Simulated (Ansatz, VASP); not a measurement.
**Fe in VASP and in Ansatz**

```xyz
1
Lattice="0.0000 1.8209 1.8209 1.8209 0.0000 1.8209 1.8209 1.8209 0.0000" Properties=species:S:1:pos:R:3 pbc="T T T"
Fe    0.0000    0.0000    0.0000
```

Alike in both runs: task single point; functional PBE; k mesh 8 × 8 × 8; occupations fermi-dirac, width 0.1 eV; collinear spin.

```csv
,VASP,Ansatz
version,VASP 6.6.1,Ansatz 0.2.0
potentials or method,"VASP PAW PBE potentials, release 64 (Fe), cutoff 600 eV","plane waves (420 eV) with PAW, scalar-relativistic"
valence electrons in the cell,8,16
```

|  | VASP | Ansatz | Ansatz less VASP |
| --- | --- | --- | --- |
| net moment per atom (μB) | 2.67 | 2.67 | +0.001 |
| size of the moment on the site where the two differ most (μB) | 2.66 | 2.70 | +0.041 |

Site moments also hang on the region over which each program counts them. VASP's potentials hold 8 valence electrons a cell and Ansatz's 16, so a difference there can come from the potentials and not from the codes.

The k mesh is coarse, so the values compare programs but aren't converged.
